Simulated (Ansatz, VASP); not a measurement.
# Two plane-wave programs on NaF

The input INCAR:

```
PREC     = Accurate       # precision mode
ENCUT    = 600            # plane-wave cutoff, eV
EDIFF    = 1E-6           # SCF threshold, eV
ISMEAR   = -1             # smearing method
SIGMA    = 0.0893         # smearing width, eV
LREAL    = F              # projectors in reciprocal space
LASPH    = T              # aspherical terms in the spheres
NELM     = 120            # most SCF steps
ALGO     = Normal         # electronic algorithm
ISIF     = 2              # what is computed and relaxed
LWAVE    = F              # write WAVECAR
LCHARG   = F              # write CHGCAR
GGA      = PE             # functional
NBANDS   = 14             # bands
GGA_COMPAT= F
```

The input KPOINTS:

```
regular mesh
0
Gamma
  7 7 7
```

POSCAR

```
NaF
1.0
    0.0000000000      2.3136160000      2.3136160000
    2.3136160000      0.0000000000      2.3136160000
    2.3136160000      2.3136160000      0.0000000000
Na F
1 1
Direct
    0.0000000000      0.0000000000      0.0000000000
    0.5000000000      0.5000000000      0.5000000000
```

Input for Ansatz:

```yaml
crystal:
  lattice:
    - [0.0, 2.313616, 2.313616]
    - [2.313616, 0.0, 2.313616]
    - [2.313616, 2.313616, 0.0]
  atoms:
    - { symbol: Na, position: [0.0, 0.0, 0.0] }
    - { symbol: F, position: [0.5, 0.5, 0.5] }
  symmetry: { tolerance: 0.0003 }
kpoints:
  mp_grid: { grid: [7, 7, 7], shift: [0, 0, 0] }
magnetization:
  spin_polarized: false
scf:
  occupations: { method: fermi_dirac, width: 0.0893 }
  lower_state_search: light
hamiltonian:
  pseudopotentials: { kind: paw }
  xc: pbe
basis:
  ecutwfc: 420
output:
  forces: true
  stress: true
  eigenvalues: true
```

Alike in both runs: task single point; functional PBE; k mesh 7 × 7 × 7; occupations fermi-dirac, width 0.0893 eV; no spin polarisation.

|  | VASP | Ansatz |
| --- | --- | --- |
| version | VASP 6.6.1 | Ansatz 0.2.0 |
| potentials or method | VASP PAW PBE potentials, release 64 (Na_pv, F), cutoff 600 eV | PAW plane waves |
| valence electrons in the cell | 14 | 16 |

|  | VASP | Ansatz | Ansatz less VASP |
| --- | --- | --- | --- |
| gap on the k mesh at the Fermi level (eV) | 6.33 | 6.34 | +0.015 |
| pressure (GPa) | 2.1 | 2.4 | +0.23 |

VASP's potentials hold 14 valence electrons a cell and Ansatz's 16, so a difference there can come from the potentials and not from the codes.
